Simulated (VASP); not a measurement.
Al, 1 atom in the cell. Symmetry: P6/mmm, No. 191, hexagonal system. Conventional cell: a = 2.239 Å, b = 2.239 Å, c = 2.163 Å, α = 90.00°, β = 90.00°, γ = 120.00°. Within 2.9 Å of Al (site symmetry 6/mmm) lie 8 Al at 2.16 to 2.24 Å.  This cell differs from its parent crystal: volume scaled by 0.5.

* Program: VASP 6.6.1
* Task: single point
* Functional: PBE
* Potentials or basis: VASP PAW PBE potentials, release 64 (Al)
* Cutoff: 520 eV
* k mesh: 16 × 16 × 15
* Occupations: fermi-dirac, width 0.08 eV
* Spin: no spin polarisation
* Dipole correction: no
* Further INCAR settings: ALGO = Normal; EDIFF = 1e-07; NBANDS = 8

Potentials or basis: VASP PAW PBE potentials, release 64 (Al).

Command:

```sh
$ cat potpaw_PBE.64/Al/POTCAR > POTCAR
$ mpirun -np 1 vasp_std > vasp.out
```

Hardware: 1 thread of Intel(R) Xeon(R) Platinum 8559C (Emerald Rapids), with other jobs on the host.

Q: Estimate the wall time of this run.

A: Wall time 8.8 s on 1 thread of Intel(R) Xeon(R) Platinum 8559C (Emerald Rapids), with other jobs on the host, peak memory 0.12 GiB. Counts: scf iterations 13, k points 240.
